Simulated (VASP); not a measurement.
# Sn2Pb (P6/mmm) in VASP: a series of runs, part 2 of 2

VASP 6.6.1. The steps go on from the part before.

### Step 4. Relaxation of shape and atoms at fixed volume, PBE (30.87 Å³/atom)

This run uses another cell than the first one, of 30.87 Å³/atom.

File INCAR:

```
SYSTEM = Sn2Pb
PREC     = Accurate       ! precision mode
ENCUT    = 600            ! plane-wave cutoff, eV
EDIFF    = 1E-6           ! SCF threshold, eV
ISMEAR   = 0              ! smearing method
SIGMA    = 0.1            ! smearing width, eV
LREAL    = .False.        ! projectors in reciprocal space
LASPH    = .True.         ! aspherical terms in the spheres
NELM     = 80             ! most SCF steps
ALGO     = Fast           ! electronic algorithm
ISIF     = 4              ! what is computed and relaxed
LWAVE    = .False.        ! write WAVECAR
LCHARG   = .False.        ! write CHGCAR
GGA      = PE             ! functional
IBRION   = 2              ! ionic algorithm
NSW      = 50             ! ionic steps
EDIFFG   = -0.01          ! ionic threshold
```

File KPOINTS:

```
regular mesh
0
Gamma
  6 6 12
  0 0 0
```

File POSCAR:

```
Sn2Pb
1.0
    5.6600933403      0.0000000000      0.0000000000
   -2.8300466701      4.9017846205      0.0000000000
    0.0000000000      0.0000000000      3.3374966623
Sn Pb
2 1
Direct
    0.3333333333      0.6666666667      0.5000000000
    0.6666666667      0.3333333333      0.5000000000
    0.0000000000      0.0000000000      0.0000000000
```

Potentials or basis: VASP PAW PBE potentials, release 64 (Sn_d, Pb_d).

Command:

```console
$ cat potpaw_PBE.64/Sn_d/POTCAR potpaw_PBE.64/Pb_d/POTCAR > POTCAR
$ mpirun -np 1 vasp_std > vasp.out
```

OUTCAR:

```text
SYSTEM = Sn2Pb
   PREC = Accurate
   ENCUT = 600
   EDIFF = 1E-6
   ISMEAR = 0
   LREAL = .False.
   LASPH = .True.
   NELM = 80
   ISIF = 4
   GGA = PE
   IBRION = 2
   NSW = 50
   EDIFFG = -0.01

 ion  position               nearest neighbor table
   1  0.333  0.667  0.500-   2 3.27   2 3.27   2 3.27   3 3.67   3 3.67   3 3.67   3 3.67   3 3.67
                             3 3.67
   2  0.667  0.333  0.500-   1 3.27   1 3.27   1 3.27   3 3.67   3 3.67   3 3.67   3 3.67   3 3.67
                             3 3.67
   3  0.000  0.000  0.000-   1 3.67   2 3.67   1 3.67   2 3.67   1 3.67   1 3.67   2 3.67   2 3.67
                             2 3.67   2 3.67   1 3.67   1 3.67

  LATTYP: Found a hexagonal cell.
 ALAT       =     5.6600933403
 C/A-ratio  =     0.5896539971

  Lattice vectors:

 A1 = (   5.6600933403,   0.0000000000,   0.0000000000)
 A2 = (  -2.8300466701,   4.9017846205,   0.0000000000)
 A3 = (   0.0000000000,   0.0000000000,   3.3374966623)

Analysis of symmetry for initial positions (statically):
=====================================================================
 Subroutine PRICEL returns:
 Original cell was already a primitive cell.

 Routine SETGRP: Setting up the symmetry group for a
 hexagonal supercell.

 Subroutine GETGRP returns: Found 24 space group operations
 (whereof 24 operations were pure point group operations)
 out of a pool of 24 trial point group operations.

The static configuration has the point symmetry D_6h.

Analysis of symmetry for dynamics (positions and initial velocities):
=====================================================================
 Subroutine PRICEL returns:
 Original cell was already a primitive cell.

 Routine SETGRP: Setting up the symmetry group for a
 hexagonal supercell.

 Subroutine GETGRP returns: Found 24 space group operations
 (whereof 24 operations were pure point group operations)
 out of a pool of 24 trial point group operations.

[... 116 lines left out ...]
   EFERMI =   0.00;   METHOD = LEGACY
   ISMEAR =     0;   SIGMA  =   0.10  broadening in eV -4-tet -1-fermi 0-gaus
   EFERMI_NEDOS =   21; number of points for ismear=-14 and -15
   IALGO  =     68    algorithm
   IMIX   =      4    mixing-type and parameters
     AMIX     =   0.40;   BMIX     =  1.00
     AMIX_MAG =   1.60;   BMIX_MAG =  1.00
  volume/ion in A,a.u.               =      30.87       208.29
  Fermi-wavevector in a.u.,A,eV,Ry     =   1.257839  2.376971 21.526578  1.582159
  Thomas-Fermi vector in A             =   2.391478
   LORBIT       =      0    0 simple, 1 ext, 2 COOP (PROOUT), +10 PAW based schemes
   GGA     = PE    functional components
   LHFCALC =     F    Hartree Fock is set to
   AEXX    =    0.0000 exact exchange contribution
   IVDW    =     0    specifies the selected vdW correction
   LEPSILON=     F    determine dielectric tensor
   LRPA    =     F    only Hartree local field effects (RPA)
 conjugate gradient relaxation of ions
 non-spin polarized calculation
 RMM-DIIS sequential band-by-band and
 Gauss-broadening in eV      SIGMA  =   0.10
  energy-cutoff  :      600.00
  volume of cell :       92.60
 maximum number of plane-waves:      3117
 NGX is ok and might be reduce to    48
   NGX = 23   NGY = 23   NGZ = 13

 number of electron      42.0000015 magnetization

 Free energy of the ion-electron system (eV)
  ---------------------------------------------------
  ext. energy  EPLUGINS =         0.00000000
  ---------------------------------------------------
  free energy    TOTEN  =       -11.12623954 eV

  energy without entropy =      -11.11975516  energy(sigma->0) =      -11.12299735

 E-fermi :   6.7496     XC(G=0):  -9.8812

 val. band max:        6.7427159441   @ k =   0.1667   0.1667   0.5000
 cond. band min:       6.7858026534   @ k =   0.3333   0.1667   0.5000
 fundamental gap:      0.0430867093
 Fermi energy:         6.7495535939

 k-point     1 :       0.0000    0.0000    0.0000
  band No.  band energies     occupation
      1     -14.7241      2.00000
      2     -14.6499      2.00000
      3     -14.6381      2.00000
      4     -14.6381      2.00000
      5     -14.5935      2.00000
      6     -14.5935      2.00000
[... 661 lines left out ...]
     24       8.9593      0.00000
     25       9.7365      0.00000

 [... further k-points ...]
[... 5 lines left out ...]
  --------------------------------------------------------------------------------------
  -------------------------------------------------------------------------------------
  Total       -1.3519252     -1.3519252     -1.3640707     -0.0000000      0.0000000     -0.0000000
  in kB      -23.3918506    -23.3918506    -23.6019992     -0.0000000      0.0000000     -0.0000000
  external PRESSURE =     -23.4619001 kB  Pullay stress =       0.0000000 kB

 VOLUME and BASIS-vectors are now :
 -----------------------------------------------------------------------------
  energy-cutoff  :      600.00
  volume of cell :       92.60
      direct lattice vectors                 reciprocal lattice vectors
     5.660093340  0.000000000  0.000000000     0.176675532  0.102003666  0.000000000
    -2.830046670  4.901784620  0.000000000     0.000000000  0.204007331  0.000000000
     0.000000000  0.000000000  3.337496662     0.000000000  0.000000000  0.299625768

 POSITION                                       TOTAL-FORCE (eV/Angst)
 -----------------------------------------------------------------------------------
     -0.00000      3.26786      1.66875        -0.000000      0.000000     -0.000000
      2.83005      1.63393      1.66875         0.000000     -0.000000      0.000000
      0.00000      0.00000      0.00000         0.000000      0.000000      0.000000
 -----------------------------------------------------------------------------------
    total drift:                               -0.000000      0.000000     -0.000000

  FREE ENERGIE OF THE ION-ELECTRON SYSTEM (eV)
  ---------------------------------------------------
  free  energy   TOTEN  =       -11.1262395424 eV

  energy  without entropy=      -11.1197551626  energy(sigma->0) =      -11.12299735

 reached required accuracy - stopping structural energy minimisation
```

OSZICAR:

```text
N       E                     dE             d eps       ncg     rms          rms(c)
DAV:   1     0.412374798613E+03    0.41237E+03   -0.23563E+04  2450   0.260E+03
DAV:   2     0.327920749309E+02   -0.37958E+03   -0.37670E+03  2466   0.569E+02
DAV:   3    -0.960577131775E+01   -0.42398E+02   -0.42027E+02  2991   0.197E+02
DAV:   4    -0.111169792094E+02   -0.15112E+01   -0.15062E+01  2861   0.422E+01
DAV:   5    -0.111780807508E+02   -0.61102E-01   -0.60748E-01  3750   0.799E+00    0.179E+00
RMM:   6    -0.111338878196E+02    0.44193E-01   -0.68647E-02  2494   0.274E+00    0.102E+00
RMM:   7    -0.111261150677E+02    0.77728E-02   -0.53607E-02  2490   0.190E+00    0.247E-01
RMM:   8    -0.111259741670E+02    0.14090E-03   -0.86168E-03  2681   0.114E+00    0.516E-02
RMM:   9    -0.111262332791E+02   -0.25911E-03   -0.36347E-03  3277   0.445E-01    0.445E-02
RMM:  10    -0.111262162060E+02    0.17073E-04   -0.80840E-04  2909   0.310E-01    0.199E-02
RMM:  11    -0.111262389238E+02   -0.22718E-04   -0.29463E-04  3210   0.125E-01    0.136E-02
RMM:  12    -0.111262366712E+02    0.22526E-05   -0.65513E-05  2677   0.841E-02    0.503E-03
RMM:  13    -0.111262391650E+02   -0.24938E-05   -0.33201E-05  2548   0.414E-02    0.320E-03
RMM:  14    -0.111262395424E+02   -0.37744E-06   -0.61193E-06  1897   0.214E-02
   1 F= -.11126240E+02 E0= -.11122997E+02  d E =-.111262E+02
```

Wall time 2.5 min (1 thread of Oxide Virtual Turin-like, shared host); peak memory 0.29 GiB.

Results:

```
Free energy             : -11.1262 eV
Pressure after relaxing : -2.3 GPa
Band gap on the k mesh  : zero (bands 21 and 22 overlap by 3.24 eV)
```

Final structure:
```
CELL_PARAMETERS angstrom
5.66009 0.00000 0.00000
-2.83005 4.90178 0.00000
0.00000 0.00000 3.33750
ATOMIC_POSITIONS crystal
Sn 0.33333 0.66667 0.50000
Sn 0.66667 0.33333 0.50000
Pb 0.00000 0.00000 0.00000
```

Levels at points of the mesh, in eV from the Fermi level:
```
           k point  band 17  band 18  band 19  band 20  band 21  band 22  band 23  band 24  band 25
(0.00, 0.00, 0.00)    -6.83    -5.55    -2.17    -2.17    -2.10    -2.10     3.35     6.91     6.97
(0.50, 0.00, 0.00)    -8.69    -6.81    -3.90     0.43     0.87     2.51     2.80     3.61     5.05
(0.00, 0.00, 0.50)    -7.44    -3.14    -2.15    -1.05    -0.45    -0.37    -0.37     1.07     1.07
(0.50, 0.00, 0.50)    -6.26    -5.51    -3.42    -2.46    -1.58    -1.07     0.51     2.99     3.93
```

Caveat: spin-orbit coupling is left out, which moves the levels of the heavy elements.

### Step 5. Summary

```csv
task,cell,gap on the mesh (eV),pressure (GPa)
relaxation of cell and atoms,"relaxed from a = 5.709, b = 5.709, c = 3.165 Å, angles 90.0, 90.0, 120.0°, 3 atoms, atomic positions A",-,0.0
relaxation of shape and atoms at fixed volume,"relaxed from a = 5.606, b = 5.606, c = 3.306 Å, angles 90.0, 90.0, 120.0°, 3 atoms, atomic positions B",none,-1.3
relaxation of shape and atoms at fixed volume,"relaxed from a = 5.660, b = 5.660, c = 3.337 Å, angles 90.0, 90.0, 120.0°, 3 atoms, atomic positions B",none,-2.3
```

Alike in all rows: level PBE; potentials or basis VASP PAW PBE potentials, release 64 (Sn_d, Pb_d); no spin polarisation; k mesh 6 × 6 × 12; cutoff (eV) 600; smearing gaussian 0.1 eV.

Caveats: spin-orbit coupling is left out, which moves the levels of the heavy elements; the highest band is partly filled, so the run has too few bands (at least some runs).

Total energies depend on the potentials used, so only differences within one code and one set of settings carry meaning.

The gap in the log of VASP goes by the Fermi energy; the results here count the filled bands.